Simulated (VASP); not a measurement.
# BaTiO3 (Pm-3m) in VASP: further runs, part 2 of 2

VASP 6.6.1.

## (3) Relaxation of cell and atoms, PBE, target pressure -2 GPa, at which the enthalpy is minimised

This run uses another cell than the first one, of 12.86 Å³/atom.

The input, INCAR:

```
SYSTEM = BaTiO3
  ALGO = Normal
  EDIFF = 1E-7
  EDIFFG = -0.05
  ENCUT = 600
  GGA = PE
  IBRION = 2
  ISIF = 3
  ISMEAR = -1
  LASPH = .True.
  LCHARG = .False.
  LREAL = .False.
  LWAVE = .False.
  NELM = 100
  NSW = 80
  PREC = Accurate
  PSTRESS = -20.0
  SIGMA = 0.01
```

The input, KPOINTS:

```
k-points
0
Gamma
  6 6 6
  0 0 0
```

The input, POSCAR:

```
BaTiO3
1.0
    4.0060000000      0.0000000000      0.0000000000
    0.0000000000      4.0060000000      0.0000000000
    0.0000000000      0.0000000000      4.0060000000
Ba Ti O
1 1 3
Direct
    0.5000000000      0.5000000000      0.5000000000
    0.0000000000      0.0000000000      0.0000000000
    0.5000000000      0.0000000000      0.0000000000
    0.0000000000      0.5000000000      0.0000000000
    0.0000000000      0.0000000000      0.5000000000
```

Potentials or basis: VASP PAW PBE potentials, release 64 (Ba_sv, Ti_sv, O).

On the command line:

```
cat potpaw_PBE.64/Ba_sv/POTCAR potpaw_PBE.64/Ti_sv/POTCAR potpaw_PBE.64/O/POTCAR > POTCAR
mpirun -np 1 vasp_std > vasp.out
```

Run time: 2.3 min. Hardware: 1 thread of Intel Xeon 8259CL, shared host; peak memory 0.22 GiB.

It converged, with:

- Free energy: -39.9838 eV
- Relaxed volume: 13.28 Å³/atom
- Relaxed cell: a = 4.049 Å, b = 4.049 Å, c = 4.049 Å, α = 90.00°, β = 90.00°, γ = 90.00°
- Space group after relaxing (to 0.1 Å): Pm-3m (No. 221)
- Energy change on relaxing (the run minimises the enthalpy): -1.4 meV/atom
- Ionic steps: 3
- Pressure after relaxing: -2.0 GPa
- Band gap on the k mesh: 1.68 eV (least direct gap 1.85 eV)

The path:
```
step  energy change (eV)  largest force (eV/Å)  pressure (GPa)  volume (Å³)
   1              0.0000                0.0000            3.27        64.29
   2              0.0416                0.0000           -6.05        68.31
   3             -0.0071                0.0000           -2.01        66.39
```

Final structure:
```
CELL_PARAMETERS angstrom
4.04927 0.00000 0.00000
0.00000 4.04927 0.00000
0.00000 0.00000 4.04927
ATOMIC_POSITIONS crystal
Ba 0.50000 0.50000 0.50000
Ti 0.00000 0.00000 0.00000
O 0.50000 0.00000 0.00000
O 0.00000 0.50000 0.00000
O 0.00000 0.00000 0.50000
```

Levels at points of the mesh, in eV from the valence-band top:
```tsv
k point	band 18	band 19	band 20	band 21	band 22	band 23
(0.00, 0.00, 0.00)	-0.18	-0.18	-0.18	1.68	1.68	1.68
(0.50, 0.00, 0.00)	-1.78	-0.71	-0.71	1.82	3.31	3.31
(0.50, 0.50, 0.00)	-0.89	-0.89	-0.09	3.32	3.32	3.72
(0.50, 0.50, 0.50)	0.00	0.00	0.00	3.94	3.94	3.94
```

Caveat: the cell is relaxed towards a set pressure, so the run minimises the enthalpy, not the energy; spin-orbit coupling is left out, which moves the levels of the heavy elements. A k mesh can miss the band edges.

## (4) Relaxation of cell and atoms, PBE

This run uses another cell than the first one, of 12.86 Å³/atom.

The input, INCAR:

```
PREC     = Accurate       # precision mode
ENCUT    = 600            # plane-wave cutoff, eV
EDIFF    = 1E-6           # SCF threshold, eV
ISMEAR   = -1             # smearing method
SIGMA    = 0.01           # smearing width, eV
LREAL    = F              # projectors in reciprocal space
LASPH    = T              # aspherical terms in the spheres
NELM     = 80             # most SCF steps
ALGO     = Normal         # electronic algorithm
ISIF     = 3              # what is computed and relaxed
LWAVE    = F              # write WAVECAR
LCHARG   = F              # write CHGCAR
GGA      = PE             # functional
IBRION   = 2              # ionic algorithm
NSW      = 80             # ionic steps
EDIFFG   = -0.05          # ionic threshold
```

The input, KPOINTS:

```
Automatic mesh
0
Gamma
  6 6 6
```

POSCAR is that of step 3.

Potentials or basis: VASP PAW PBE potentials, release 64 (Ba_sv, Ti_sv, O).

On the command line:

```
cat potpaw_PBE.64/Ba_sv/POTCAR potpaw_PBE.64/Ti_sv/POTCAR potpaw_PBE.64/O/POTCAR > POTCAR
mpirun -np 1 vasp_std > vasp.out
```

OUTCAR:

```text
PREC = Accurate
   ENCUT = 600
   EDIFF = 1E-6
   ISMEAR = -1
   LREAL = F
   LASPH = T
   NELM = 80
   ISIF = 3
   GGA = PE
   IBRION = 2
   NSW = 80
   EDIFFG = -0.05

 ion  position               nearest neighbor table
   1  0.500  0.500  0.500-   3 2.83   4 2.83   5 2.83   3 2.83   4 2.83   3 2.83   5 2.83   3 2.83
                             4 2.83   5 2.83   4 2.83   5 2.83   2 3.47   2 3.47   2 3.47   2 3.47
   2  0.000  0.000  0.000-   3 2.00   4 2.00   5 2.00   5 2.00   4 2.00   3 2.00   1 3.47   1 3.47
                             1 3.47   1 3.47   1 3.47   1 3.47   1 3.47   1 3.47
   3  0.500  0.000  0.000-   2 2.00   2 2.00   1 2.83   1 2.83   1 2.83   1 2.83
   4  0.000  0.500  0.000-   2 2.00   2 2.00   1 2.83   1 2.83   1 2.83   1 2.83
   5  0.000  0.000  0.500-   2 2.00   2 2.00   1 2.83   1 2.83   1 2.83   1 2.83

  LATTYP: Found a simple cubic cell.
 ALAT       =     4.0060000000

[... 188 lines left out ...]
  -------------------------------------------------------------------------------------
  Total        1.3122981      1.3122981      1.3122981     -0.0000000     -0.0000000     -0.0000000
  in kB       32.7047057     32.7047057     32.7047057     -0.0000000     -0.0000000     -0.0000000
  external PRESSURE =      32.7047057 kB  Pullay stress =       0.0000000 kB
[... 65 lines left out ...]
--------------------------------------- Ionic step        3  -------------------------------------------

 number of electron      40.0000012 magnetization

 Free energy of the ion-electron system (eV)
  ---------------------------------------------------
  ext. energy  EPLUGINS =         0.00000000
  ---------------------------------------------------
  free energy    TOTEN  =       -39.98919122 eV

  energy without entropy =      -39.98919122  energy(sigma->0) =      -39.98919122

 E-fermi :   3.9631     XC(G=0): -11.1442

 val. band max:        3.6644193130   @ k =   0.5000   0.5000   0.5000
 cond. band min:       5.3652463163   @ k =   0.0000   0.0000   0.0000
 fundamental gap:      1.7008270033
 Fermi energy:         3.9630661313

 k-point     1 :       0.0000    0.0000    0.0000
  band No.  band energies     occupation
      1     -53.0658      2.00000
      2     -29.2655      2.00000
      3     -29.2655      2.00000
      4     -29.2655      2.00000
      5     -21.2006      2.00000
      6     -13.1777      2.00000
[... 561 lines left out ...]
  FREE ENERGIE OF THE ION-ELECTRON SYSTEM (eV)
  ---------------------------------------------------
  free  energy   TOTEN  =       -39.9891912163 eV

  energy  without entropy=      -39.9891912163  energy(sigma->0) =      -39.98919122

 reached required accuracy - stopping structural energy minimisation
```

Run time: 2.1 min. Hardware: 1 thread of Intel Xeon 8259CL, shared host; peak memory 0.21 GiB.

Results:

- Free energy: -39.9892 eV
- Relaxed volume: 13.11 Å³/atom
- Relaxed cell: a = 4.032 Å, b = 4.032 Å, c = 4.032 Å, α = 90.00°, β = 90.00°, γ = 90.00°
- Space group after relaxing (to 0.1 Å): Pm-3m (No. 221)
- Energy gained by relaxing: 2.5 meV/atom
- Ionic steps: 3
- Pressure after relaxing: 0.0 GPa
- Band gap on the k mesh: 1.70 eV (least direct gap 1.87 eV)

The path:
```
step  energy change (eV)  largest force (eV/Å)  pressure (GPa)  volume (Å³)
   1              0.0000                0.0000            3.27        64.29
   2             -0.0016                0.0000           -2.84        66.76
   3             -0.0125                0.0000            0.00        65.55
```

Final structure:
```cif
data_structure
_symmetry_space_group_name_H-M 'P 1'
_symmetry_Int_Tables_number 1
_cell_length_a 4.0320
_cell_length_b 4.0320
_cell_length_c 4.0320
_cell_angle_alpha 90.000
_cell_angle_beta 90.000
_cell_angle_gamma 90.000
_cell_volume 65.55
loop_
_atom_site_label
_atom_site_type_symbol
_atom_site_fract_x
_atom_site_fract_y
_atom_site_fract_z
_atom_site_occupancy
Ba1 Ba 0.50000 0.50000 0.50000 1
Ti1 Ti 0.00000 0.00000 0.00000 1
O1 O 0.50000 0.00000 0.00000 1
O2 O 0.00000 0.50000 0.00000 1
O3 O 0.00000 0.00000 0.50000 1
```

Levels at points of the mesh, in eV from the valence-band top:
```tsv
k point	band 17	band 18	band 19	band 20	band 21	band 22	band 23	band 24
(0.00, 0.00, 0.00)	-1.06	-0.17	-0.17	-0.17	1.70	1.70	1.70	3.75
(0.50, 0.00, 0.00)	-1.80	-1.80	-0.71	-0.71	1.85	3.37	3.37	3.76
(0.50, 0.50, 0.00)	-1.73	-0.88	-0.88	-0.09	3.38	3.38	3.79	4.58
(0.50, 0.50, 0.50)	-2.41	0.00	0.00	0.00	4.02	4.02	4.02	6.63
```

Caveat: spin-orbit coupling is left out, which moves the levels of the heavy elements.

## (5) Relaxation of cell and atoms, PBE, target pressure 2 GPa, at which the enthalpy is minimised

This run uses another cell than the first one, of 12.86 Å³/atom.

The input, INCAR:

```
SYSTEM = BaTiO3
PREC = Accurate
ENCUT = 600
EDIFF = 1E-6
ISMEAR = -1
SIGMA = 0.01
LREAL = .FALSE.
LASPH = .TRUE.
NELM = 60
ALGO = Normal
ISIF = 3
LWAVE = .FALSE.
LCHARG = .FALSE.
GGA = PE
IBRION = 2
NSW = 80
EDIFFG = -0.05
PSTRESS = 20.0
```

The input, KPOINTS:

```
regular mesh
0
G
  6 6 6
  0 0 0
```

POSCAR is that of step 4.

On the command line:

```
cat potpaw_PBE.64/Ba_sv/POTCAR potpaw_PBE.64/Ti_sv/POTCAR potpaw_PBE.64/O/POTCAR > POTCAR
mpirun -np 1 vasp_std > vasp.out
```

Wall time 2 min (1 thread of Intel Xeon 8259CL, shared host); peak memory 0.21 GiB.

Results (log left out):

```yaml
Free_energy: -39.9843 eV
Relaxed_volume: 12.95 Å³/atom
Relaxed_cell: a = 4.016 Å, b = 4.016 Å, c = 4.016 Å, α = 90.00°, β = 90.00°, γ = 90.00°
Space_group_after_relaxing_to_0.1_Å: Pm-3m (No. 221)
Energy_change_on_relaxing_the_run_minimises_the_enthalpy: -1.5 meV/atom
Ionic_steps: 3
Pressure_after_relaxing: 2.0 GPa
Band_gap_on_the_k_mesh: 1.73 eV (least direct gap 1.88 eV)
```

The path:
| step | energy change (eV) | largest force (eV/Å) | pressure (GPa) | volume (Å³) |
| --- | --- | --- | --- | --- |
| 1 | 0.0000 | 0.0000 | 3.27 | 64.29 |
| 2 | -0.0118 | 0.0000 | 0.75 | 65.24 |
| 3 | -0.0077 | 0.0000 | 1.98 | 64.76 |

Final structure:
```
Ba Ti O
1.0
     4.01569    0.00000    0.00000
     0.00000    4.01569    0.00000
     0.00000    0.00000    4.01569
Ba Ti O
1 1 3
Cartesian
  2.0078 2.0078 2.0078
  0.0000 0.0000 0.0000
  2.0078 0.0000 0.0000
  0.0000 2.0078 0.0000
  0.0000 0.0000 2.0078
```

Levels at points of the mesh, in eV from the valence-band top:
| k point | band 16 | band 17 | band 18 | band 19 | band 20 | band 21 | band 22 | band 23 | band 24 |
| --- | --- | --- | --- | --- | --- | --- | --- | --- | --- |
| (0.00, 0.00, 0.00) | -1.08 | -1.08 | -0.15 | -0.15 | -0.15 | 1.73 | 1.73 | 1.73 | 3.83 |
| (0.50, 0.00, 0.00) | -1.89 | -1.82 | -1.82 | -0.71 | -0.71 | 1.88 | 3.43 | 3.43 | 3.84 |
| (0.50, 0.50, 0.00) | -2.66 | -1.72 | -0.88 | -0.88 | -0.09 | 3.44 | 3.44 | 3.85 | 4.67 |
| (0.50, 0.50, 0.50) | -2.41 | -2.41 | 0.00 | 0.00 | 0.00 | 4.10 | 4.10 | 4.10 | 6.68 |

Caveat: the cell is relaxed towards a set pressure, so the run minimises the enthalpy, not the energy; spin-orbit coupling is left out, which moves the levels of the heavy elements. A k mesh can miss the band edges.

## (6) Overview

| task | cell | cutoff (eV) | gap on the mesh (eV) | pressure (GPa) |
| --- | --- | --- | --- | --- |
| single point | a = 4.036 Å, 5 atoms | 520 | 1.69 | -0.4 |
| relaxation of cell and atoms | relaxed to -2 GPa from a = 4.006 Å, 5 atoms | 600 | 1.68 | -2.0 |
| relaxation of cell and atoms | relaxed from a = 4.006 Å, 5 atoms | 600 | 1.70 | 0.0 |
| relaxation of cell and atoms | relaxed to 2 GPa from a = 4.006 Å, 5 atoms | 600 | 1.73 | 2.0 |

Alike in all rows: level PBE; potentials or basis VASP PAW PBE potentials, release 64 (Ba_sv, Ti_sv, O); no spin polarisation; k mesh 6 × 6 × 6; smearing fermi-dirac 0.01 eV.

Caveats: spin-orbit coupling is left out, which moves the levels of the heavy elements; the cell is relaxed towards a set pressure, so the run minimises the enthalpy, not the energy (at least some runs).

Absolute energies hang on the potentials; compare differences alone.
